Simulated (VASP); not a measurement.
Runs of VASP 6.6.1 on Mg4Se. The structure is that of space group P6/mmm (No. 191), or close to it. The cells are those of the table. 

```tsv
task	cell	k mesh	cutoff (eV)	gap on the mesh (eV)	pressure (GPa)	relaxed volume (Å³/atom)	largest force (eV/Å)
single point	a = 4.556, b = 4.556, c = 6.393 Å, angles 90.0, 90.0, 120.0°, 5 atoms	6 × 6 × 4	520	none	23.1	-	1.79
single point	a = 5.184, b = 5.184, c = 7.597 Å, angles 90.0, 90.0, 120.0°, 5 atoms	12 × 12 × 6	520	none	-0.1	-	(b)
relaxation of cell and atoms	relaxed from a = 4.556, b = 4.556, c = 6.393 Å, angles 90.0, 90.0, 120.0°, 5 atoms	6 × 6 × 4	600	none	0.0	34.99	0.03
single point	a = 5.159, b = 5.159, c = 7.611 Å, angles 90.0, 90.0, 120.0°, 5 atoms	6 × 6 × 4	520	none	0.0	-	0.01
relaxation of cell and atoms	relaxed from a = 5.159, b = 5.159, c = 7.611 Å, angles 90.0, 90.0, 120.0°, 5 atoms	12 × 12 × 6	600	none	0.0	(a)	0.01
```

Alike in all rows: level PBE; potentials or basis VASP PAW PBE potentials, release 64 (Mg, Se); no spin polarisation; smearing gaussian 0.1 eV.

Q: Estimate the missing entries.

A: (a) 35.28; (b) 0.02.

Caveats: forces of over 1 eV/Å act on the atoms, so gaps and moduli don't describe the material at rest (some runs); the volume moved by over 15 % at a fixed basis, so the end points are rough (some runs).

A k mesh can miss the band edges, and the runs leave out spin-orbit coupling on Se.

A gap of «none» marks levels without a gap at the run's occupations.
